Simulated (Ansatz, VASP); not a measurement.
# Os: VASP beside Ansatz

The input POSCAR:

```
Os
1.0
    2.7700791260      0.0000000000      0.0000000000
   -1.3850395630      2.3989588936      0.0000000000
    0.0000000000      0.0000000000      4.3765446767
Os
2
Direct
    0.6666666667      0.3333333333      0.7500000000
    0.3333333333      0.6666666667      0.2500000000
```

The input INCAR.step1:

```
SYSTEM = Os
PREC = Accurate ; ENCUT = 520
ISMEAR = -1 ; SIGMA = 0.05
LREAL = .FALSE. ; LASPH = .TRUE.
NELM = 80 ; NBANDS = 15
GGA = PE ; ALGO = Normal
EDIFF = 1E-4 ; LWAVE = .TRUE.
LCHARG = .FALSE.
```

File INCAR.step2:

```
SYSTEM = Os
PREC = Accurate ; ENCUT = 520
EDIFF = 1E-6 ; ISMEAR = -1
SIGMA = 0.05 ; LREAL = .FALSE.
LASPH = .TRUE. ; NELM = 80
ALGO = Normal ; ISIF = 2
LWAVE = .FALSE. ; LCHARG = .FALSE.
METAGGA = R2SCAN ; LMIXTAU = .TRUE.
LUSE_VDW = .TRUE. ; IVDW_NL = 2
BPARAM = 11.95 ; CPARAM = 0.0093
NBANDS = 15 ; ISTART = 1
```

The input KPOINTS:

```
regular mesh
0
G
  11 11 6
  0 0 0
```

File input.yaml:

```yaml
crystal:
  lattice:
    - [2.770079126, 0.0, 0.0]
    - [-1.385039563, 2.3989588936, 0.0]
    - [0.0, 0.0, 4.3765446767]
  atoms:
    - { symbol: Os, position: [0.6666666667, 0.3333333333, 0.75] }
    - { symbol: Os, position: [0.3333333333, 0.6666666667, 0.25] }
hamiltonian:
  xc: r2scan
  pseudopotentials: { kind: paw }
  dispersion: rvv10
kpoints:
  mp_grid: { grid: [11, 11, 6] }
scf:
  occupations: { method: fermi_dirac, width: 0.05 }
output:
  forces: true
  stress: true
  eigenvalues: true
```

Alike in both runs: task single point; functional r2SCAN; dispersion rVV10; k mesh 11 × 11 × 6; occupations fermi-dirac, width 0.05 eV; no spin polarisation.

|  | VASP | Ansatz |
| --- | --- | --- |
| version | VASP 6.6.1 | Ansatz 0.2.0 |
| potentials or method | VASP PAW PBE potentials, release 64 (Os) | Ansatz PAW |
| plane-wave cutoff (eV) | 520 | 500 |
| valence electrons in the cell | 16 | 32 |

|  | VASP | Ansatz | Ansatz less VASP |
| --- | --- | --- | --- |
| gap on the k mesh at the Fermi level (eV) | none | none | - |
| pressure (GPa) | -15.4 | -17.4 | -2.03 |
| traceless stress, the component that is largest in VASP (GPa) | -1.05 | -1.04 | +0.002 |

VASP's potentials were made for PBE, not for r2SCAN. A gap of «none» marks a metal or a gap that the smearing closes. VASP's potentials hold 16 valence electrons a cell and Ansatz's 32, so a difference there can come from the potentials and not from the codes.

Neither program's run includes spin-orbit coupling.
